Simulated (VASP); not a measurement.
# BiH2 (P6/mmm) in VASP: a series of runs

BiH2 is run at these levels: PBE; tasks: single point, relaxation of cell and atoms.

All numbers are computed with VASP 6.6.1; they aren't measurements. Logs are shortened: lines on timing, memory, paths and dates and some standing lists are left out, and cuts for length are marked.

## 1. The cell of the first run

The structure is hexagonal, space group P6/mmm (No. 191). Conventional cell: a = 3.296 Å, b = 3.296 Å, c = 8.488 Å, α = 90.00°, β = 90.00°, γ = 120.00°. Within 4.3 Å of Bi (site symmetry 6/mmm) lie 6 Bi at 3.30 Å and 2 H at 3.87 Å. Within 1.0 Å of H (site symmetry 6mm) lie 1 H at 0.75 Å.

The cell was generated, and may not be a known phase.

## 2. Single point, PBE

The input, INCAR:

```
PREC = Accurate ; ENCUT = 520
EDIFF = 1E-7 ; ISMEAR = 0
SIGMA = 0.1 ; LREAL = False
LASPH = True ; NELM = 100
ALGO = Normal ; ISIF = 2
LWAVE = False ; LCHARG = False
GGA = PE ; NBANDS = 16
```

The input, KPOINTS:

```
regular mesh
0
Gamma
  18 18 6
```

The input, POSCAR:

```
BiH2
1.0
    3.2959685207      0.0000000000      0.0000000000
   -1.6479842603      2.8543924690      0.0000000000
    0.0000000000      0.0000000000      8.4884382723
Bi H
1 2
Direct
    0.0000000000      0.0000000000      0.5000000000
    0.0000000000      0.0000000000      0.0442120900
    0.0000000000      0.0000000000      0.9557879100
```

Potentials or basis: VASP PAW PBE potentials, release 64 (Bi_d, H).

Command:

```sh
> cat potpaw_PBE.64/Bi_d/POTCAR potpaw_PBE.64/H/POTCAR > POTCAR
> mpirun -np 1 vasp_std > vasp.out
```

OUTCAR:

```text
PREC = Accurate
   ENCUT = 520
   EDIFF = 1E-7
   ISMEAR = 0
   LREAL = False
   LASPH = True
   NELM = 100
   ISIF = 2
   GGA = PE

 ion  position               nearest neighbor table
   1  0.000  0.000  0.500-
   2  0.000  0.000  0.044-   3 0.75
   3  0.000  0.000  0.956-   2 0.75

  LATTYP: Found a hexagonal cell.
 ALAT       =     3.2959685207
 C/A-ratio  =     2.5754002864

  Lattice vectors:

 A1 = (   3.2959685207,   0.0000000000,   0.0000000000)
 A2 = (  -1.6479842603,   2.8543924690,   0.0000000000)
 A3 = (   0.0000000000,   0.0000000000,   8.4884382723)

Analysis of symmetry for initial positions (statically):
=====================================================================
 Subroutine PRICEL returns:
 Original cell was already a primitive cell.

 Routine SETGRP: Setting up the symmetry group for a
 hexagonal supercell.

 Subroutine GETGRP returns: Found 24 space group operations
 (whereof 24 operations were pure point group operations)
 out of a pool of 24 trial point group operations.

The static configuration has the point symmetry D_6h.

Analysis of symmetry for dynamics (positions and initial velocities):
=====================================================================
 Subroutine PRICEL returns:
 Original cell was already a primitive cell.

 Routine SETGRP: Setting up the symmetry group for a
 hexagonal supercell.

 Subroutine GETGRP returns: Found 24 space group operations
 (whereof 24 operations were pure point group operations)
 out of a pool of 24 trial point group operations.

The dynamic configuration has the point symmetry D_6h.

 Subroutine INISYM returns: Found 24 space group operations
 (whereof 24 operations are pure point group operations),
 and found     1 'primitive' translations

----------------------------------------------------------------------------------------

                                     Primitive cell

  volume of cell :      79.8591

  direct lattice vectors                    reciprocal lattice vectors
     3.295968521  0.000000000  0.000000000     0.303400956  0.175168624  0.000000000
    -1.647984260  2.854392469  0.000000000     0.000000000  0.350337247  0.000000000
     0.000000000  0.000000000  8.488438272     0.000000000  0.000000000  0.117807301

  length of vectors
     3.295968521  3.295968521  8.488438272     0.350337247  0.350337247  0.117807301

  position of ions in fractional coordinates (direct lattice)
     0.000000000  0.000000000  0.500000000
     0.000000000  0.000000000  0.044212090
     0.000000000  0.000000000  0.955787910

  ion indices of the primitive-cell ions
   primitive index   ion index
                 1           1
                 2           2
                 3           3

----------------------------------------------------------------------------------------

 KPOINTS: regular mesh

Automatic generation of k-mesh.
 Grid dimensions read from file:
 generate k-points for:   18   18    6

 Generating k-lattice:

  Cartesian coordinates                     Fractional coordinates (reciprocal lattice)
     0.016855609  0.009731590  0.000000000     0.055555556  0.000000000  0.000000000
     0.000000000  0.019463180  0.000000000     0.000000000  0.055555556  0.000000000
     0.000000000  0.000000000  0.019634550     0.000000000  0.000000000  0.166666667

  Length of vectors
     0.019463180  0.019463180  0.019634550

  Shift w.r.t. Gamma in fractional coordinates (k-lattice)
     0.000000000  0.000000000  0.000000000

 Subroutine IBZKPT returns following result:
 ===========================================

 Found    148 irreducible k-points:

 Following reciprocal coordinates:
            Coordinates               Weight
  0.000000  0.000000  0.000000      1.000000
  0.055556 -0.000000  0.000000      6.000000
  0.111111 -0.000000  0.000000      6.000000
  0.166667  0.000000  0.000000      6.000000
  0.222222  0.000000  0.000000      6.000000
  0.277778  0.000000  0.000000      6.000000
[... 16 lines left out ...]
  0.333333  0.111111  0.000000     12.000000
  0.388889  0.111111  0.000000     12.000000
 [... further k-points ...]
   k-points           NKPTS =    148   k-points in BZ     NKDIM =    148   number of bands    NBANDS=     16
   number of dos      NEDOS =    301   number of ions     NIONS =      3
   total plane-waves  NPLWV =  50176
   dimension x,y,z NGX =    28 NGY =   28 NGZ =   64
   dimension x,y,z NGXF=    56 NGYF=   56 NGZF=  128
   ions per type =               1   2
   NGX,Y,Z   is equivalent  to a cutoff of  14.12, 14.12, 12.53 a.u.
   NGXF,Y,Z  is equivalent  to a cutoff of  28.25, 28.25, 25.07 a.u.
 SYSTEM =  unknown system
   PREC   = accura    normal or accurate (medium, high low for compatibility)
   ISTART =      0    job   : 0-new  1-cont  2-samecut
   ICHARG =      2    charge: 1-file 2-atom 10-const
   ISPIN  =      1    spin polarized calculation?
   LNONCOLLINEAR =      F non collinear calculations
   LSORBIT =      F    spin-orbit coupling
   LASPH  =      T    aspherical Exc in radial PAW
   ENCUT  =  520.0 eV  38.22 Ry    6.18 a.u.   6.13  6.13 15.78*2*pi/ulx,y,z
   NELM   =    100;   NELMIN=  2; NELMDL= -5     # of ELM steps
   EDIFF  = 0.1E-06   stopping-criterion for ELM
   LREAL  =      F    real-space projection
   EDIFFG = 0.1E-05   stopping-criterion for IOM
   NSW    =      0    number of steps for IOM
   IBRION =     -1    ionic relax: 0-MD 1-quasi-New 2-CG
   NFREE  =      0    steps in history (QN), initial steepest desc. (CG)
   ISIF   =      2    stress and relaxation
   ISYM   =      2    0-nonsym 1-usesym 2-fastsym
   POTIM  = 0.5000    time-step for ionic-motion
   TEBEG  =    0.0;   TEEND  =   0.0 temperature during run
   PSTRESS=    0.0 pullay stress
   NELECT =      17.0000    total number of electrons
   NUPDOWN=      -1.0000    fix difference up-down
   EMIN   =  10.00;   EMAX   =-10.00  energy-range for DOS
   EFERMI =   0.00;   METHOD = LEGACY
   ISMEAR =     0;   SIGMA  =   0.10  broadening in eV -4-tet -1-fermi 0-gaus
   EFERMI_NEDOS =   21; number of points for ismear=-14 and -15
   IALGO  =     38    algorithm
   IMIX   =      4    mixing-type and parameters
     AMIX     =   0.40;   BMIX     =  1.00
     AMIX_MAG =   1.60;   BMIX_MAG =  1.00
  volume/ion in A,a.u.               =      26.62       179.64
  Fermi-wavevector in a.u.,A,eV,Ry     =   0.977499  1.847205 13.000423  0.955504
  Thomas-Fermi vector in A             =   2.108201
   LORBIT       =      0    0 simple, 1 ext, 2 COOP (PROOUT), +10 PAW based schemes
   GGA     = PE    functional components
   LHFCALC =     F    Hartree Fock is set to
   AEXX    =    0.0000 exact exchange contribution
   IVDW    =     0    specifies the selected vdW correction
   LEPSILON=     F    determine dielectric tensor
   LRPA    =     F    only Hartree local field effects (RPA)
 non-spin polarized calculation
 Gauss-broadening in eV      SIGMA  =   0.10
  energy-cutoff  :      520.00
  volume of cell :       79.86
 maximum number of plane-waves:      2178
 NGX is ok and might be reduce to    28
   NGX = 13   NGY = 13   NGZ = 31

 number of electron      17.0000006 magnetization

 Free energy of the ion-electron system (eV)
  ---------------------------------------------------
  ext. energy  EPLUGINS =         0.00000000
  ---------------------------------------------------
  free energy    TOTEN  =       -10.09892921 eV

  energy without entropy =      -10.09465931  energy(sigma->0) =      -10.09679426

 E-fermi :   0.6764     XC(G=0):  -6.5602

 val. band max:        0.6630305309   @ k =   0.3333   0.1111   0.3333
 cond. band min:       0.6839246878   @ k =   0.3333   0.1111   0.5000
 fundamental gap:      0.0208941569
 Fermi energy:         0.6763603020

 k-point     1 :       0.0000    0.0000    0.0000
  band No.  band energies     occupation
      1     -22.3348      2.00000
      2     -22.3348      2.00000
      3     -22.3211      2.00000
      4     -22.1466      2.00000
      5     -22.1466      2.00000
      6     -12.1102      2.00000
[... 8 lines left out ...]
     15      11.9856      0.00000
     16      13.3314      0.00000

 k-point     2 :       0.0556   -0.0000    0.0000
  band No.  band energies     occupation
      1     -22.3364      2.00000
      2     -22.3275      2.00000
      3     -22.3158      2.00000
      4     -22.1502      2.00000
      5     -22.1474      2.00000
      6     -12.0549      2.00000
[... 8 lines left out ...]
     15      12.4892      0.00000
     16      13.2853      0.00000

 k-point     3 :       0.1111   -0.0000    0.0000
  band No.  band energies     occupation
      1     -22.3431      2.00000
      2     -22.3065      2.00000
      3     -22.2985      2.00000
      4     -22.1605      2.00000
      5     -22.1499      2.00000
      6     -11.8894      2.00000
[... 8 lines left out ...]
     15      12.8182      0.00000
     16      13.4867      0.00000

 k-point     4 :       0.1667    0.0000    0.0000
  band No.  band energies     occupation
      1     -22.3544      2.00000
      2     -22.2741      2.00000
      3     -22.2714      2.00000
      4     -22.1763      2.00000
      5     -22.1536      2.00000
      6     -11.6153      2.00000
[... 8 lines left out ...]
     15      11.6304      0.00000
     16      13.8748      0.00000
[... 324 lines left out ...]
 k-point    22 :       0.2778    0.1111    0.0000
  band No.  band energies     occupation
      1     -22.3697      2.00000
      2     -22.2343      2.00000
      3     -22.2072      2.00000
      4     -22.1744      2.00000
      5     -22.1271      2.00000
      6     -10.0774      2.00000
[... 8 lines left out ...]
     15      10.4216      0.00000
     16      10.9274      0.00000

 k-point    23 :       0.3333    0.1111    0.0000
  band No.  band energies     occupation
      1     -22.3793      2.00000
      2     -22.2475      2.00000
      3     -22.1791      2.00000
      4     -22.1706      2.00000
      5     -22.1094      2.00000
      6      -9.5314      2.00000
[... 8 lines left out ...]
     15      10.2483      0.00000
     16      10.6337      0.00000

 k-point    24 :       0.3889    0.1111    0.0000
  band No.  band energies     occupation
      1     -22.3857      2.00000
      2     -22.2561      2.00000
      3     -22.1822      2.00000
      4     -22.1405      2.00000
      5     -22.1039      2.00000
      6      -9.0807      2.00000
[... 8 lines left out ...]
     15      10.1685      0.00000
     16      10.4603      0.00000

 [... further k-points ...]

------------------------ aborting loop because EDIFF is reached ----------------------------------------

  FORCE on cell =-STRESS in cart. coord.  units (eV):
  Direction    XX          YY          ZZ          XY          YZ          ZX
  --------------------------------------------------------------------------------------
  -------------------------------------------------------------------------------------
  Total       -0.0460778     -0.0460778     -0.0529183     -0.0000000     -0.0000000      0.0000000
  in kB       -0.9244384     -0.9244384     -1.0616759     -0.0000000     -0.0000000      0.0000000
  external PRESSURE =      -0.9701842 kB  Pullay stress =       0.0000000 kB

 VOLUME and BASIS-vectors are now :
 -----------------------------------------------------------------------------
  energy-cutoff  :      520.00
  volume of cell :       79.86
      direct lattice vectors                 reciprocal lattice vectors
     3.295968521  0.000000000  0.000000000     0.303400956  0.175168624  0.000000000
    -1.647984260  2.854392469  0.000000000     0.000000000  0.350337247  0.000000000
     0.000000000  0.000000000  8.488438272     0.000000000  0.000000000  0.117807301

 POSITION                                       TOTAL-FORCE (eV/Angst)
 -----------------------------------------------------------------------------------
      0.00000      0.00000      4.24422         0.000000     -0.000000      0.000000
      0.00000      0.00000      0.37529         0.000000     -0.000000     -0.008118
      0.00000      0.00000      8.11315        -0.000000      0.000000      0.008118
 -----------------------------------------------------------------------------------
    total drift:                               -0.000000     -0.000000      0.000000

  FREE ENERGIE OF THE ION-ELECTRON SYSTEM (eV)
  ---------------------------------------------------
  free  energy   TOTEN  =       -10.0989292135 eV

  energy  without entropy=      -10.0946593102  energy(sigma->0) =      -10.09679426
```

Run time: 96 s. Hardware: 1 thread of Intel Xeon 6975P-C (Granite Rapids), shared host; peak memory 0.33 GiB.

What came out:

- Free energy: -10.0989 eV
- Pressure: -0.1 GPa
- Largest force: 0.008 eV/Å
- Band gap on the k mesh: zero (an odd number of electrons rules out a gap without spin polarisation)

Forces in eV/Å, atoms in the order of the input:
```
Bi   0.000  0.000  0.000
H    0.000  0.000 -0.008
H    0.000  0.000  0.008
```

Caveat: spin-orbit coupling is left out, which moves the levels of the heavy elements; an odd number of electrons without spin polarisation forces a metal; a magnetic or distorted state may lie lower.

## 3. Relaxation of cell and atoms, PBE

This run uses another cell than the first one, of 25.49 Å³/atom.

The input, INCAR:

```
SYSTEM = BiH2
PREC = Accurate
ENCUT = 600
EDIFF = 1E-6
ISMEAR = 0
SIGMA = 0.1
LREAL = .False.
LASPH = .True.
NELM = 100
ALGO = Normal
ISIF = 3
LWAVE = .False.
LCHARG = .False.
GGA = PE
IBRION = 2
NSW = 100
EDIFFG = -0.01
```

The input, KPOINTS:

```
Automatic mesh
0
Gamma
  18 18 6
  0 0 0
```

The input, POSCAR:

```
BiH2
1.0
    3.3485577194      0.0000000000      0.0000000000
   -1.6742788597      2.8999360511      0.0000000000
    0.0000000000      0.0000000000      7.8762755027
Bi H
1 2
Direct
    0.0000000000      0.0000000000      0.5000000000
    0.0000000000      0.0000000000      0.0476972570
    0.0000000000      0.0000000000      0.9523027430
```

Potentials or basis: VASP PAW PBE potentials, release 64 (Bi_d, H).

Command:

```sh
> cat potpaw_PBE.64/Bi_d/POTCAR potpaw_PBE.64/H/POTCAR > POTCAR
> mpirun -np 1 vasp_std > vasp.out
```

It took 17 min on 1 thread of Intel Xeon 6975P-C (Granite Rapids), shared host; peak memory 0.36 GiB.

It converged, with:

| Property | Result |
| --- | --- |
| Free energy | -10.0995 eV |
| Relaxed volume | 25.82 Å³/atom |
| Relaxed cell | a = 3.296 Å, b = 3.296 Å, c = 8.232 Å, α = 90.00°, β = 90.00°, γ = 120.00° |
| Space group after relaxing (to 0.1 Å) | P6/mmm (No. 191) |
| Energy gained by relaxing | 3.6 meV/atom |
| Ionic steps | 32 |
| Pressure after relaxing | 0.0 GPa |
| Largest force after relaxing | 0.006 eV/Å |
| Band gap on the k mesh | zero (an odd number of electrons rules out a gap without spin polarisation) |

Forces in eV/Å, atoms in the order of the input:
```
Bi   0.000  0.000  0.000
H    0.000  0.000 -0.006
H    0.000  0.000  0.006
```

The path:
```
step  energy change (eV)  largest force (eV/Å)  pressure (GPa)  volume (Å³)
   1              0.0000                0.0012           -0.71        76.48
   2             -0.0071                0.0365           -0.32        75.24
   3             -0.0090                0.0644           -0.02        74.32
   4             -0.0090                0.0677            0.01        74.21
   5             -0.0086                0.1855            0.17        74.16
   6             -0.0091                0.0026            0.08        74.20
   7             -0.0092                0.0134            0.05        74.32
   8             -0.0094                0.0459            0.05        74.68
   9             -0.0097                0.1144            0.02        75.41
  10             -0.0097                0.1104            0.04        75.43
  11             -0.0098                0.0988            0.01        75.50
  12             -0.0099                0.0757           -0.03        75.64
  13             -0.0101                0.0295           -0.05        75.93
  14             -0.0102                0.0608           -0.13        76.49
  15             -0.0102                0.0437           -0.09        76.38
  16             -0.0102                0.0530           -0.11        76.44
  17             -0.0103                0.0505           -0.13        76.54
  18             -0.0104                0.0447           -0.12        76.77
  19             -0.0105                0.0314           -0.12        77.23
  20             -0.0106                0.0266           -0.09        77.40
  21             -0.0106                0.0159           -0.09        77.73
  22             -0.0107                0.0082           -0.03        77.59
  23             -0.0107                0.0112           -0.05        77.57
  24             -0.0107                0.0168           -0.05        77.54
  25             -0.0107                0.0281           -0.05        77.48
  26             -0.0106                0.0506            0.02        77.35
  27             -0.0106                0.0369           -0.01        77.43
  28             -0.0107                0.0337            0.00        77.45
  29             -0.0107                0.0309           -0.01        77.46
  30             -0.0107                0.0295           -0.01        77.47
  31             -0.0107                0.0260           -0.04        77.46
  32             -0.0107                0.0062           -0.03        77.46
```

Final structure:
```yaml
crystal:
  lattice:
    - [3.29631, 0.00000, 0.00000]
    - [-1.64815, 2.85468, 0.00000]
    - [0.00000, 0.00000, 8.23186]
  atoms:
    - { symbol: Bi, position: [0.00000, 0.00000, 0.50000] }
    - { symbol: H, position: [0.00000, 0.00000, 0.04560] }
    - { symbol: H, position: [0.00000, 0.00000, 0.95440] }
```

Levels at points of the mesh, in eV from the Fermi level:
```csv
k point,band 6,band 7,band 8,band 9,band 10,band 11
"(0.00, 0.00, 0.00)",-12.79,-6.29,-2.77,4.29,4.47,6.35
"(0.50, 0.00, 0.00)",-9.67,-5.45,-4.48,0.43,2.88,4.84
"(0.00, 0.00, 0.50)",-12.79,-6.33,-2.61,2.64,6.35,6.35
"(0.50, 0.00, 0.50)",-9.67,-5.47,-4.48,0.54,2.88,4.37
```

Caveat: spin-orbit coupling is left out, which moves the levels of the heavy elements; an odd number of electrons without spin polarisation forces a metal; a magnetic or distorted state may lie lower.

The gap in the log of VASP goes by the Fermi energy; the results here count the filled bands.